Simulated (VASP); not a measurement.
Hg:

```xyz
4
Lattice="3.1955 0.0000 0.0000 -1.5977 2.7674 0.0000 0.0000 0.0000 10.4364" Properties=species:S:1:pos:R:3 pbc="T T T"
Hg    0.0000    0.0000    0.0000
Hg    0.0000    0.0000    5.2182
Hg    0.0000    1.8449    2.6091
Hg    1.5977    0.9225    7.8273
```

* Program: VASP 6.6.1
* Task: relaxation of cell and atoms
* Functional: PBEsol
* Potentials or basis: VASP PAW PBE potentials, release 64 (Hg)
* Cutoff: 600 eV
* k mesh: 11 × 11 × 3
* Occupations: fermi-dirac, width 0.1 eV
* Spin: no spin polarisation

At the start: pressure 1.2 GPa; volume 23.07 Å³/atom.

Q: How do energy, volume and symmetry change on relaxing?

A: Over 6 steps the energy falls by 2.9 meV/atom and the volume is 23.74 Å³/atom (+2.9 %); space group P6_3/mmc (No. 194, to 0.1 Å) before and after.

The path:
```csv
step,energy change (eV),largest force (eV/Å),pressure (GPa),volume (Å³)
1,0.0000,0.0000,1.22,92.29
2,-0.0105,0.0000,0.04,94.65
3,-0.0106,0.0000,0.08,94.79
4,-0.0107,0.0000,-0.04,95.07
5,-0.0111,0.0000,-0.03,95.04
6,-0.0118,0.0000,-0.01,94.94
```

Final structure:
```
Hg
1.0
     3.20891    0.00000    0.00000
    -1.60446    2.77900    0.00000
     0.00000    0.00000   10.64647
Hg
4
Direct
  0.00000 0.00000 0.00000
  0.00000 0.00000 0.50000
  0.33333 0.66667 0.25000
  0.66667 0.33333 0.75000
```

Caveat: the PAW data sets were made with another functional, which shifts forces and pressure a little.
